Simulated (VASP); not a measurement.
# SrTiO3 (Pm-3m) in VASP: settings compared

SrTiO3 is run at these levels: r2SCAN, PBE, PBEsol; tasks: single point, relaxation of cell and atoms.

Program: VASP 6.6.1. These are calculated values, not measurements. Logs are shortened: lines on timing, memory, paths and dates and some standing lists are left out, and cuts for length are marked.

## 1. The cell of the first run

The structure is cubic, space group Pm-3m (No. 221). The conventional cell has a = 3.907 Å, b = 3.907 Å, c = 3.907 Å, α = 90.00°, β = 90.00°, γ = 90.00°. Sr (site symmetry m-3m) has 12 O at 2.76 Å and 8 Ti at 3.38 Å within 3.6 Å. Ti (site symmetry m-3m) has 6 O at 1.95 Å within 2.6 Å. Within 2.6 Å of O (site symmetry 4/mmm) lie 2 Ti at 1.95 Å.

## 2. Single point, r2SCAN

POSCAR

```
SrTiO3
1.0
    3.9068515418      0.0000000000      0.0000000000
    0.0000000000      3.9068515418      0.0000000000
    0.0000000000      0.0000000000      3.9068515418
Sr Ti O
1 1 3
Direct
    0.0000000000      0.0000000000      0.0000000000
    0.5000000000      0.5000000000      0.5000000000
    0.5000000000      0.0000000000      0.5000000000
    0.5000000000      0.5000000000      0.0000000000
    0.0000000000      0.5000000000      0.5000000000
```

INCAR.step1

```
PREC = Accurate
ENCUT = 520
ISMEAR = 0
SIGMA = 0.01
LREAL = F
LASPH = T
NELM = 100
NBANDS = 28
GGA = PE
ALGO = Normal
EDIFF = 1E-4
LWAVE = T
LCHARG = F
```

INCAR.step2

```
PREC = Accurate
ENCUT = 520
EDIFF = 1E-6
ISMEAR = 0
SIGMA = 0.01
LREAL = F
LASPH = T
NELM = 100
ALGO = Normal
ISIF = 2
LWAVE = F
LCHARG = F
METAGGA = R2SCAN
LMIXTAU = T
NBANDS = 28
ISTART = 1
```

KPOINTS

```
Automatic mesh
0
Gamma
  6 6 6
```

Potentials or basis: VASP PAW PBE potentials, release 64 (Sr_sv, Ti_sv, O).

The run is started by

```sh
$ cat potpaw_PBE.64/Sr_sv/POTCAR potpaw_PBE.64/Ti_sv/POTCAR potpaw_PBE.64/O/POTCAR > POTCAR
$ cp INCAR.step1 INCAR
$ mpirun -np 1 vasp_std > vasp.out
$ cp INCAR.step2 INCAR
$ mpirun -np 1 vasp_std > vasp.out
```

OUTCAR:

```text
PREC = Accurate
   ENCUT = 520
   EDIFF = 1E-6
   ISMEAR = 0
   LREAL = F
   LASPH = T
   NELM = 100
   ISIF = 2
   METAGGA = R2SCAN
   ISTART = 1

 ion  position               nearest neighbor table
   1  0.000  0.000  0.000-   3 2.76   4 2.76   5 2.76   3 2.76   5 2.76   4 2.76   5 2.76   5 2.76
                             3 2.76   4 2.76   3 2.76   4 2.76   2 3.38   2 3.38   2 3.38   2 3.38
   2  0.500  0.500  0.500-   3 1.95   4 1.95   5 1.95   4 1.95   3 1.95   5 1.95   1 3.38   1 3.38
                             1 3.38   1 3.38   1 3.38   1 3.38   1 3.38   1 3.38
   3  0.500  0.000  0.500-   2 1.95   2 1.95   1 2.76   1 2.76   1 2.76   1 2.76
   4  0.500  0.500  0.000-   2 1.95   2 1.95   1 2.76   1 2.76   1 2.76   1 2.76
   5  0.000  0.500  0.500-   2 1.95   2 1.95   1 2.76   1 2.76   1 2.76   1 2.76

  LATTYP: Found a simple cubic cell.
 ALAT       =     3.9068515418

  Lattice vectors:

 A1 = (   3.9068515418,   0.0000000000,   0.0000000000)
 A2 = (   0.0000000000,   3.9068515418,   0.0000000000)
 A3 = (   0.0000000000,   0.0000000000,   3.9068515418)

Analysis of symmetry for initial positions (statically):
=====================================================================
 Subroutine PRICEL returns:
 Original cell was already a primitive cell.

 Routine SETGRP: Setting up the symmetry group for a
 simple cubic supercell.

 Subroutine GETGRP returns: Found 48 space group operations
 (whereof 48 operations were pure point group operations)
 out of a pool of 48 trial point group operations.

The static configuration has the point symmetry O_h .

Analysis of symmetry for dynamics (positions and initial velocities):
=====================================================================
 Subroutine PRICEL returns:
 Original cell was already a primitive cell.

 Routine SETGRP: Setting up the symmetry group for a
 simple cubic supercell.

 Subroutine GETGRP returns: Found 48 space group operations
 (whereof 48 operations were pure point group operations)
 out of a pool of 48 trial point group operations.

The dynamic configuration has the point symmetry O_h .

 Subroutine INISYM returns: Found 48 space group operations
 (whereof 48 operations are pure point group operations),
 and found     1 'primitive' translations

----------------------------------------------------------------------------------------

                                     Primitive cell

  volume of cell :      59.6322

  direct lattice vectors                    reciprocal lattice vectors
     3.906851542  0.000000000  0.000000000     0.255960583  0.000000000  0.000000000
     0.000000000  3.906851542  0.000000000     0.000000000  0.255960583  0.000000000
     0.000000000  0.000000000  3.906851542     0.000000000  0.000000000  0.255960583

  length of vectors
     3.906851542  3.906851542  3.906851542     0.255960583  0.255960583  0.255960583

  position of ions in fractional coordinates (direct lattice)
     0.000000000  0.000000000  0.000000000
     0.500000000  0.500000000  0.500000000
     0.500000000  0.000000000  0.500000000
     0.500000000  0.500000000  0.000000000
     0.000000000  0.500000000  0.500000000

  ion indices of the primitive-cell ions
   primitive index   ion index
                 1           1
                 2           2
                 3           3
                 4           4
                 5           5

----------------------------------------------------------------------------------------

 KPOINTS: Automatic mesh

Automatic generation of k-mesh.
 Grid dimensions read from file:
 generate k-points for:    6    6    6

 Generating k-lattice:

  Cartesian coordinates                     Fractional coordinates (reciprocal lattice)
     0.042660097  0.000000000  0.000000000     0.166666667  0.000000000  0.000000000
     0.000000000  0.042660097  0.000000000     0.000000000  0.166666667  0.000000000
     0.000000000  0.000000000  0.042660097     0.000000000  0.000000000  0.166666667

  Length of vectors
     0.042660097  0.042660097  0.042660097

  Shift w.r.t. Gamma in fractional coordinates (k-lattice)
     0.000000000  0.000000000  0.000000000

 Subroutine IBZKPT returns following result:
 ===========================================

 Found     20 irreducible k-points:

 Following reciprocal coordinates:
            Coordinates               Weight
  0.000000  0.000000  0.000000      1.000000
  0.166667  0.000000  0.000000      6.000000
  0.333333  0.000000  0.000000      6.000000
  0.500000  0.000000  0.000000      3.000000
  0.166667  0.166667  0.000000     12.000000
  0.333333  0.166667  0.000000     24.000000
[... 12 lines left out ...]
  0.500000  0.500000  0.333333      6.000000
  0.500000  0.500000  0.500000      1.000000
   k-points           NKPTS =     20   k-points in BZ     NKDIM =     20   number of bands    NBANDS=     28
   number of dos      NEDOS =    301   number of ions     NIONS =      5
   total plane-waves  NPLWV =  27000
   dimension x,y,z NGX =    30 NGY =   30 NGZ =   30
   dimension x,y,z NGXF=    60 NGYF=   60 NGZF=   60
   ions per type =               1   1   3
   NGX,Y,Z   is equivalent  to a cutoff of  12.77, 12.77, 12.77 a.u.
   NGXF,Y,Z  is equivalent  to a cutoff of  25.53, 25.53, 25.53 a.u.
 SYSTEM =  unknown system
   PREC   = accura    normal or accurate (medium, high low for compatibility)
   ISTART =      1    job   : 0-new  1-cont  2-samecut
   ICHARG =      0    charge: 1-file 2-atom 10-const
   ISPIN  =      1    spin polarized calculation?
   LNONCOLLINEAR =      F non collinear calculations
   LSORBIT =      F    spin-orbit coupling
   LASPH  =      T    aspherical Exc in radial PAW
   ENCUT  =  520.0 eV  38.22 Ry    6.18 a.u.   7.26  7.26  7.26*2*pi/ulx,y,z
   NELM   =    100;   NELMIN=  2; NELMDL=  0     # of ELM steps
   EDIFF  = 0.1E-05   stopping-criterion for ELM
   LREAL  =      F    real-space projection
   EDIFFG = 0.1E-04   stopping-criterion for IOM
   NSW    =      0    number of steps for IOM
   IBRION =     -1    ionic relax: 0-MD 1-quasi-New 2-CG
   NFREE  =      0    steps in history (QN), initial steepest desc. (CG)
   ISIF   =      2    stress and relaxation
   ISYM   =      2    0-nonsym 1-usesym 2-fastsym
   POTIM  = 0.5000    time-step for ionic-motion
   TEBEG  =    0.0;   TEEND  =   0.0 temperature during run
   PSTRESS=    0.0 pullay stress
   NELECT =      40.0000    total number of electrons
   NUPDOWN=      -1.0000    fix difference up-down
   EMIN   =  10.00;   EMAX   =-10.00  energy-range for DOS
   EFERMI =   0.00;   METHOD = LEGACY
   ISMEAR =     0;   SIGMA  =   0.01  broadening in eV -4-tet -1-fermi 0-gaus
   EFERMI_NEDOS =   21; number of points for ismear=-14 and -15
   IALGO  =     38    algorithm
   IMIX   =      4    mixing-type and parameters
     AMIX     =   0.40;   BMIX     =  1.00
     AMIX_MAG =   1.60;   BMIX_MAG =  1.00
  volume/ion in A,a.u.               =      11.93        80.48
  Fermi-wavevector in a.u.,A,eV,Ry     =   1.433072  2.708113 27.942210  2.053694
  Thomas-Fermi vector in A             =   2.552630
   LORBIT       =      0    0 simple, 1 ext, 2 COOP (PROOUT), +10 PAW based schemes
   METAGGA = R2SCAN    functional components
   LHFCALC =     F    Hartree Fock is set to
   AEXX    =    0.0000 exact exchange contribution
   IVDW    =     0    specifies the selected vdW correction
   LEPSILON=     F    determine dielectric tensor
   LRPA    =     F    only Hartree local field effects (RPA)
 non-spin polarized calculation
 Gauss-broadening in eV      SIGMA  =   0.01
  energy-cutoff  :      520.00
  volume of cell :       59.63
 maximum number of plane-waves:      1640
 NGX is ok and might be reduce to    30
   NGX = 15   NGY = 15   NGZ = 15

 number of electron      40.0000004 magnetization

 Free energy of the ion-electron system (eV)
  ---------------------------------------------------
  ext. energy  EPLUGINS =         0.00000000
  ---------------------------------------------------
  free energy    TOTEN  =       -63.32898736 eV

  energy without entropy =      -63.32898736  energy(sigma->0) =      -63.32898736

 E-fermi :   3.9488     XC(G=0): -11.9264

 val. band max:        3.8373880306   @ k =   0.5000   0.5000   0.5000
 cond. band min:       6.1099439970   @ k =   0.0000   0.0000   0.0000
 fundamental gap:      2.2725559664
 Fermi energy:         3.9488343114

 k-point     1 :       0.0000    0.0000    0.0000
  band No.  band energies     occupation
      1     -54.8426      2.00000
      2     -30.0388      2.00000
      3     -30.0388      2.00000
      4     -30.0388      2.00000
      5     -30.0371      2.00000
      6     -14.5757      2.00000
[... 20 lines left out ...]
     27       9.8083      0.00000
     28      10.9018      0.00000

 k-point     2 :       0.1667    0.0000    0.0000
  band No.  band energies     occupation
      1     -54.8422      2.00000
      2     -30.1032      2.00000
      3     -30.0381      2.00000
      4     -30.0381      2.00000
      5     -29.9866      2.00000
      6     -14.5774      2.00000
[... 20 lines left out ...]
     27      10.2810      0.00000
     28      11.5460      0.00000

 k-point     3 :       0.3333    0.0000    0.0000
  band No.  band energies     occupation
      1     -54.8413      2.00000
      2     -30.1639      2.00000
      3     -30.0366      2.00000
      4     -30.0366      2.00000
      5     -29.9532      2.00000
      6     -14.6676      2.00000
[... 20 lines left out ...]
     27      11.3089      0.00000
     28      12.6173      0.00000

 k-point     4 :       0.5000    0.0000    0.0000
  band No.  band energies     occupation
      1     -54.8409      2.00000
      2     -30.1894      2.00000
      3     -30.0359      2.00000
      4     -30.0359      2.00000
      5     -29.9413      2.00000
      6     -14.7357      2.00000
[... 454 lines left out ...]
     27      12.2974      0.00000
     28      12.4385      0.00000

 k-point    19 :       0.5000    0.5000    0.3333
  band No.  band energies     occupation
      1     -54.8380      2.00000
      2     -30.1129      2.00000
      3     -30.1129      2.00000
      4     -30.0925      2.00000
      5     -29.9812      2.00000
      6     -13.4436      2.00000
[... 20 lines left out ...]
     27      12.1472      0.00000
     28      12.6577      0.00000

 k-point    20 :       0.5000    0.5000    0.5000
  band No.  band energies     occupation
      1     -54.8376      2.00000
      2     -30.1120      2.00000
      3     -30.1120      2.00000
      4     -30.1120      2.00000
      5     -29.9768      2.00000
      6     -13.2568      2.00000
[... 20 lines left out ...]
     27      12.6578      0.00000
     28      12.6578      0.00000

------------------------ aborting loop because EDIFF is reached ----------------------------------------

  FORCE on cell =-STRESS in cart. coord.  units (eV):
  Direction    XX          YY          ZZ          XY          YZ          ZX
  --------------------------------------------------------------------------------------
  -------------------------------------------------------------------------------------
  Total        0.3476169      0.3476169      0.3476169      0.0000000     -0.0000000      0.0000000
  in kB        9.3396530      9.3396530      9.3396530      0.0000000     -0.0000000      0.0000000
  external PRESSURE =       9.3396530 kB  Pullay stress =       0.0000000 kB

 VOLUME and BASIS-vectors are now :
 -----------------------------------------------------------------------------
  energy-cutoff  :      520.00
  volume of cell :       59.63
      direct lattice vectors                 reciprocal lattice vectors
     3.906851542  0.000000000  0.000000000     0.255960583  0.000000000  0.000000000
     0.000000000  3.906851542  0.000000000     0.000000000  0.255960583  0.000000000
     0.000000000  0.000000000  3.906851542     0.000000000  0.000000000  0.255960583

 POSITION                                       TOTAL-FORCE (eV/Angst)
 -----------------------------------------------------------------------------------
      0.00000      0.00000      0.00000         0.000000      0.000000      0.000000
      1.95343      1.95343      1.95343         0.000000      0.000000      0.000000
      1.95343      0.00000      1.95343         0.000000      0.000000      0.000000
      1.95343      1.95343      0.00000         0.000000      0.000000      0.000000
      0.00000      1.95343      1.95343         0.000000      0.000000      0.000000
 -----------------------------------------------------------------------------------
    total drift:                                0.000000      0.000000     -0.000000

  FREE ENERGIE OF THE ION-ELECTRON SYSTEM (eV)
  ---------------------------------------------------
  free  energy   TOTEN  =       -63.3289873587 eV

  energy  without entropy=      -63.3289873587  energy(sigma->0) =      -63.32898736
```

It took 2.1 min on 1 thread of AMD EPYC 7R13 (Zen 3), shared host; peak memory 0.16 GiB.

Results:

* Free energy: -63.3290 eV
* Pressure: 0.9 GPa
* Band gap on the k mesh: 2.27 eV, indirect (least direct gap 2.66 eV)

Caveat: the PAW data sets were made with another functional, which shifts forces and pressure a little. r2SCAN opens gaps a little over a GGA but as a rule still falls short of measured ones.

## 3. Relaxation of cell and atoms, PBE

This run uses another cell than the first one, of 11.98 Å³/atom, 1.004 times its volume.

INCAR

```
SYSTEM = SrTiO3
ALGO = Normal
EDIFF = 1E-6
EDIFFG = -0.005
ENCUT = 600
GGA = PE
IBRION = 2
ISIF = 3
ISMEAR = -1
LASPH = .TRUE.
LCHARG = .FALSE.
LREAL = .FALSE.
LWAVE = .FALSE.
NELM = 80
NSW = 80
PREC = Accurate
SIGMA = 0.02
```

KPOINTS

```
k-points
0
G
  6 6 6
  0 0 0
```

POSCAR, as its differences from that of step 2:

```diff
@@ -2,5 +2,5 @@
 1.0
-    3.9068515418      0.0000000000      0.0000000000
-    0.0000000000      3.9068515418      0.0000000000
-    0.0000000000      0.0000000000      3.9068515418
+    3.9127013100      0.0000000000      0.0000000000
+    0.0000000000      3.9127013100      0.0000000000
+    0.0000000000      0.0000000000      3.9127013100
 Sr Ti O
```

Potentials or basis: VASP PAW PBE potentials, release 64 (Sr_sv, Ti_sv, O).

The run is started by

```sh
$ cat potpaw_PBE.64/Sr_sv/POTCAR potpaw_PBE.64/Ti_sv/POTCAR potpaw_PBE.64/O/POTCAR > POTCAR
$ mpirun -np 1 vasp_std > vasp.out
```

Run time: 66 s. Hardware: 1 thread of AMD EPYC 7R13 (Zen 3), shared host; peak memory 0.18 GiB.

Results (log left out):

```
Free energy                            : -40.1070 eV
Relaxed volume                         : 12.23 Å³/atom
Relaxed cell                           : a = 3.940 Å, b = 3.940 Å, c = 3.940 Å, α = 90.00°, β = 90.00°, γ = 90.00°
Space group after relaxing (to 0.05 Å) : Pm-3m (No. 221)
Energy gained by relaxing              : 2.8 meV/atom
Ionic steps                            : 3
Pressure after relaxing                : 0.0 GPa
Band gap on the k mesh                 : 1.81 eV, indirect (least direct gap 2.18 eV)
```

The path:
```csv
step,energy change (eV),largest force (eV/Å),pressure (GPa),volume (Å³)
1,0.0000,0.0000,3.64,59.90
2,-0.0035,0.0000,-2.97,62.29
3,-0.0142,0.0000,-0.01,61.17
```

Final structure:
```
Sr Ti O
1.0
     3.94008    0.00000    0.00000
     0.00000    3.94008    0.00000
     0.00000    0.00000    3.94008
Sr Ti O
1 1 3
Direct
  0.00000 0.00000 0.00000
  0.50000 0.50000 0.50000
  0.50000 0.00000 0.50000
  0.50000 0.50000 0.00000
  0.00000 0.50000 0.50000
```

Levels at points of the mesh, in eV from the valence-band top:
| k point | band 16 | band 17 | band 18 | band 19 | band 20 | band 21 | band 22 | band 23 | band 24 |
| --- | --- | --- | --- | --- | --- | --- | --- | --- | --- |
| (0.00, 0.00, 0.00) | -1.13 | -1.13 | -0.37 | -0.37 | -0.37 | 1.81 | 1.81 | 1.81 | 4.12 |
| (0.50, 0.00, 0.00) | -2.29 | -2.29 | -1.90 | -0.73 | -0.73 | 1.96 | 3.64 | 3.64 | 4.13 |
| (0.50, 0.50, 0.00) | -2.76 | -1.74 | -1.54 | -1.54 | -0.09 | 3.65 | 3.65 | 4.09 | 5.05 |
| (0.50, 0.50, 0.50) | -3.66 | -3.66 | 0.00 | 0.00 | 0.00 | 4.29 | 4.29 | 4.29 | 6.84 |

[end of part 1 of 2]
